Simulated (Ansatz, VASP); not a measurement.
**Ge5Pd in VASP and in Ansatz**

Contents of INCAR:

```
SYSTEM = Ge5Pd
PREC = Accurate ; ENCUT = 600
EDIFF = 1E-7 ; ISMEAR = 0
SIGMA = 0.1 ; LREAL = .FALSE.
LASPH = .TRUE. ; NELM = 60
ALGO = Normal ; ISIF = 3
LWAVE = .FALSE. ; LCHARG = .FALSE.
GGA = PE ; IBRION = 2
NSW = 90 ; EDIFFG = -0.04
```

Contents of KPOINTS:

```
Automatic mesh
0
G
  6 6 1
  0 0 0
```

File POSCAR:

```
Ge5Pd
1.0
    3.1707962800      0.0000000000      0.0000000000
   -1.5853981400      2.7459901300      0.0000000000
    0.0000000000      0.0000000000     16.0229551700
Ge Pd
5 1
Direct
    0.6666666700      0.3333333300      0.8349520000
    0.0000000000      0.0000000000      0.6673210300
    0.6666666700      0.3333333300      0.5000000000
    0.0000000000      0.0000000000      0.3326789700
    0.6666666700      0.3333333300      0.1650480000
    0.0000000000      0.0000000000      0.0000000000
```

Input for Ansatz:

```yaml
crystal:
  lattice:
    - [3.17079628, 0.0, 0.0]
    - [-1.58539814, 2.74599013, 0.0]
    - [0.0, 0.0, 16.02295517]
  atoms:
    - { symbol: Ge, position: [0.66666667, 0.33333333, 0.834952] }
    - { symbol: Ge, position: [0.0, 0.0, 0.66732103] }
    - { symbol: Ge, position: [0.66666667, 0.33333333, 0.5] }
    - { symbol: Ge, position: [0.0, 0.0, 0.33267897] }
    - { symbol: Ge, position: [0.66666667, 0.33333333, 0.165048] }
    - { symbol: Pd, position: [0.0, 0.0, 0.0] }
basis:
  ecutwfc: 420
kpoints:
  mp_grid: { grid: [6, 6, 1] }
hamiltonian:
  xc: pbe
scf:
  occupations: { method: gaussian, width: 0.1 }
  lower_state_search: "off"
output:
  forces: true
  stress: true
  eigenvalues: true
relax:
  adjacent_minimum: "off"
  f_tol: 0.04
  max_steps: 70
  cell: { stress_tol: 0.4 }
```

Change from the starting cell: species swapped into the Mg5Cd type (P-6m2, No. 187).

Alike in both runs: task relaxation of cell and atoms; functional PBE; k mesh 6 × 6 × 1; occupations gaussian, width 0.1 eV; no spin polarisation.

|  | VASP | Ansatz |
| --- | --- | --- |
| version | VASP 6.6.1 | Ansatz 0.2.0 |
| potentials or method | VASP PAW PBE potentials, release 64 (Ge_d, Pd), cutoff 600 eV | scalar-relativistic, plane waves, PAW |
| valence electrons in the cell | 80 | 88 |

VASP gave:

* gap on the k mesh at the Fermi level, each at its own relaxed structure (eV): none
* relaxed volume (Å³/atom): 18.49
* relaxed cell length with the largest relative difference (Å): 12.824

**Question.** Estimate Ansatz's values.

**Answer.** gap on the k mesh at the Fermi level, each at its own relaxed structure (eV): none; relaxed volume (Å³/atom): 18.92; relaxed cell length with the largest relative difference (Å): 15.979.

A gap of «none» marks a metal or a gap that the smearing closes. One of these differences is far larger than is usual between the two programs; its cause wasn't traced. VASP's potentials hold 80 valence electrons a cell and Ansatz's 88, so a difference there can come from the potentials and not from the codes.

The k mesh is coarse, so the values compare programs but aren't converged. Noted on VASP's run: the volume moved by over 15 % at a fixed basis, so the end points are rough.
